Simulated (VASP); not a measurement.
# LiF (I4/mmm) in VASP: further runs, part 2 of 2

VASP 6.6.1. The steps go on from the part before.

## 5. Single point, PBE

This run uses another cell than the first one, of the same volume but with other edges.

Contents of INCAR:

```
ALGO = Normal
EDIFF = 1E-6
ENCUT = 520
GGA = PE
ISIF = 2
ISMEAR = 0
LASPH = True
LCHARG = True
LELF = True
LREAL = False
LVHAR = True
LWAVE = False
NBANDS = 12
NELM = 60
PREC = Accurate
SIGMA = 0.05
```

Contents of KPOINTS:

```
k-points
0
Gamma
  12 12 12
```

Contents of POSCAR:

```
LiF
1.0
    0.0000000000      1.7593910560      2.6390865840
    1.7593910560      0.0000000000      2.6390865840
    1.7593910560      1.7593910560      0.0000000000
Li F
1 1
Direct
    0.0000000000      0.0000000000      0.0000000000
    0.5000000000      0.5000000000      0.5000000000
```

Potentials or basis: VASP PAW PBE potentials, release 64 (Li_sv, F).

Run with:

```sh
$ cat potpaw_PBE.64/Li_sv/POTCAR potpaw_PBE.64/F/POTCAR > POTCAR
$ mpirun -np 1 vasp_std > vasp.out
```

OUTCAR:

```text
EDIFF = 1E-6
   ENCUT = 520
   GGA = PE
   ISIF = 2
   ISMEAR = 0
   LASPH = True
   LREAL = False
   NELM = 60
   PREC = Accurate

 ion  position               nearest neighbor table
   1  0.000  0.000  0.000-   2 1.76   2 1.76   2 1.76   2 1.76
   2  0.500  0.500  0.500-   1 1.76   1 1.76   1 1.76   1 1.76

  LATTYP: Found a body centered tetragonal cell.
 ALAT       =     2.4881546929
 C/A-ratio  =     2.1213203436

  Lattice vectors:

 A1 = (  -1.7593910560,   0.0000000000,   2.6390865840)
 A2 = (   1.7593910560,   0.0000000000,   2.6390865840)
 A3 = (   0.0000000000,   1.7593910560,  -2.6390865840)

Analysis of symmetry for initial positions (statically):
=====================================================================
 Subroutine PRICEL returns:
 Original cell was already a primitive cell.

 Routine SETGRP: Setting up the symmetry group for a
 body centered tetragonal supercell.

 Subroutine GETGRP returns: Found 16 space group operations
 (whereof 16 operations were pure point group operations)
 out of a pool of 16 trial point group operations.

The static configuration has the point symmetry D_4h.

Analysis of symmetry for dynamics (positions and initial velocities):
[... 176 lines left out ...]
      7      18.8284      0.00000
      8      22.6773      0.00000
      9      25.5118      0.00000
     10      26.4304      0.00000
     11      26.4304      0.00000
     12      27.1521      0.00000
[... 331 lines left out ...]
 k-point    24 :      -0.4167    0.1667    0.0000
  band No.  band energies     occupation
      1     -41.5221      2.00000
      2     -20.9377      2.00000
      3      -3.5156      2.00000
      4      -2.3632      2.00000
      5      -0.9596      2.00000
      6      10.2637      0.00000
      7      14.3302      0.00000
      8      17.6131      0.00000
      9      22.1976      0.00000
     10      27.2391      0.00000
     11      29.4712      0.00000
     12      33.8930      0.00000

 [... further k-points ...]

------------------------ aborting loop because EDIFF is reached ----------------------------------------

  FORCE on cell =-STRESS in cart. coord.  units (eV):
  Direction    XX          YY          ZZ          XY          YZ          ZX
  --------------------------------------------------------------------------------------
  -------------------------------------------------------------------------------------
  Total        3.4227932      3.4227932     -0.1476408      0.0000000     -0.0000000      0.0000000
  in kB      335.6470600    335.6470600    -14.4780005      0.0000000     -0.0000000      0.0000000
  external PRESSURE =     218.9387065 kB  Pullay stress =       0.0000000 kB

 VOLUME and BASIS-vectors are now :
 -----------------------------------------------------------------------------
  energy-cutoff  :      520.00
  volume of cell :       16.34
      direct lattice vectors                 reciprocal lattice vectors
     0.000000000  1.759391056  2.639086584    -0.284189236  0.284189236  0.189459491
     1.759391056  0.000000000  2.639086584     0.284189236 -0.284189236  0.189459491
     1.759391056  1.759391056  0.000000000     0.284189236  0.284189236 -0.189459491

 POSITION                                       TOTAL-FORCE (eV/Angst)
 -----------------------------------------------------------------------------------
      0.00000      0.00000      0.00000        -0.000000      0.000000      0.000000
      1.75939      1.75939      2.63909         0.000000     -0.000000      0.000000
 -----------------------------------------------------------------------------------
    total drift:                               -0.000000     -0.000000      0.000000

  FREE ENERGIE OF THE ION-ELECTRON SYSTEM (eV)
  ---------------------------------------------------
  free  energy   TOTEN  =        -9.2157097271 eV

  energy  without entropy=       -9.2157097271  energy(sigma->0) =       -9.21570973
```

Run time: 61 s. Hardware: 1 thread of AMD EPYC 7R13, shared host; peak memory 0.12 GiB.

Results:

```
Free energy            : -9.2157 eV
Band gap on the k mesh : 8.06 eV, indirect (least direct gap 8.46 eV)
```

Levels at points of the mesh, in eV from the valence-band top:
```csv
k point,band 1,band 2,band 3,band 4,band 5,band 6,band 7,band 8,band 9,band 10
"(0.00, 0.00, 0.00)",-40.73,-20.32,-0.83,-0.41,-0.41,8.06,19.73,23.58,26.42,27.34
"(0.50, 0.00, 0.00)",-40.61,-20.05,-2.76,-1.03,0.00,10.69,15.86,17.49,23.00,27.83
"(0.50, 0.50, 0.00)",-40.70,-20.05,-3.43,-0.60,-0.60,11.22,18.32,20.52,25.29,25.29
"(0.50, 0.00, 0.50)",-40.54,-19.40,-3.51,-2.96,-0.62,16.20,17.62,17.66,18.19,22.53
```

Caveat: the cutoff is under 1.25 times the usual one of these potentials, so pressure, stress and relaxed cells hold a basis-set (Pulay) error. A k mesh can miss the band edges.

## 6. Summary

| cell | gap on the mesh (eV) |
| --- | --- |
| a = 2.814, b = 2.814, c = 2.928 Å, angles 58.6, 58.6, 62.7°, 2 atoms | 8.99 |
| a = 2.900, b = 2.900, c = 2.759 Å, angles 61.6, 61.6, 56.8°, 2 atoms | 8.96 |
| a = 2.773, b = 2.773, c = 3.288 Å, angles 53.6, 53.6, 72.7°, 2 atoms | 8.26 |
| a = 3.172, b = 3.172, c = 2.488 Å, angles 66.9, 66.9, 46.2°, 2 atoms | 8.06 |

Alike in all rows: task single point; level PBE; potentials or basis VASP PAW PBE potentials, release 64 (Li_sv, F); no spin polarisation; k mesh 12 × 12 × 12; cutoff (eV) 520; smearing gaussian 0.05 eV.

Caveats: the cutoff is under 1.25 times the usual one of these potentials, so pressure, stress and relaxed cells hold a basis-set (Pulay) error.

Absolute energies hang on the potentials; compare differences alone.
